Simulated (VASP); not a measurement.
**MgF2: single point with PBE**

MgF2:

```
Mg F
1.0
     4.62190    0.00000    0.00000
     0.00000    4.62209    0.00000
     0.00000    0.00000    3.04615
Mg F
2 4
Cartesian
  2.3109 2.3110 1.5231
  0.0000 0.0000 0.0000
  3.7110 0.9106 1.5231
  0.9109 3.7115 1.5231
  1.4000 1.4005 0.0000
  3.2219 3.2216 0.0000
```

- Program: VASP 6.6.1
- Task: single point
- Functional: PBE
- Potentials or basis: VASP PAW PBE potentials, release 64 (Mg, F)
- Cutoff: 600 eV
- k mesh: 4 × 4 × 6
- Occupations: gaussian, width 0.01 eV
- Spin: no spin polarisation

The pressure is 3.8 GPa, the largest force is 0.026 eV/Å and the band gap on the k mesh is 7.12 eV, direct.

Forces on the atoms (eV/Å):
```
Mg   0.000  0.000  0.000
Mg   0.000  0.000  0.000
F   -0.018  0.018  0.000
F    0.018 -0.018  0.000
F   -0.018 -0.018  0.000
F    0.018  0.018  0.000
```

Stress tensor (GPa, compression positive):
```
3.71 0.00 0.00
0.00 3.71 0.00
0.00 0.00 4.13
```

Levels at points of the mesh, in eV from the valence-band top:
| k point | band 13 | band 14 | band 15 | band 16 | band 17 | band 18 | band 19 | band 20 |
| --- | --- | --- | --- | --- | --- | --- | --- | --- |
| (0.00, 0.00, 0.00) | -0.73 | -0.32 | -0.32 | 0.00 | 7.12 | 12.27 | 12.27 | 13.76 |
| (0.50, 0.00, 0.00) | -0.98 | -0.98 | -0.38 | -0.38 | 9.53 | 9.53 | 13.53 | 13.53 |
| (0.00, 0.50, 0.00) | -0.98 | -0.98 | -0.38 | -0.38 | 9.53 | 9.53 | 13.53 | 13.53 |
| (0.50, 0.50, 0.00) | -0.96 | -0.96 | -0.78 | -0.78 | 11.24 | 11.24 | 11.32 | 11.32 |
| (0.00, 0.00, 0.50) | -1.15 | -1.15 | -0.86 | -0.86 | 11.88 | 11.88 | 14.99 | 14.99 |
| (0.50, 0.00, 0.50) | -0.74 | -0.74 | -0.67 | -0.67 | 12.78 | 12.78 | 13.50 | 13.50 |
| (0.00, 0.50, 0.50) | -0.74 | -0.74 | -0.67 | -0.67 | 12.78 | 12.78 | 13.50 | 13.50 |
| (0.50, 0.50, 0.50) | -0.61 | -0.61 | -0.48 | -0.48 | 13.33 | 13.33 | 13.35 | 13.35 |

Run time: 23 s on 1 thread of Intel(R) Xeon(R) Platinum 8559C (Emerald Rapids), on a shared host, peak memory 0.22 GiB.
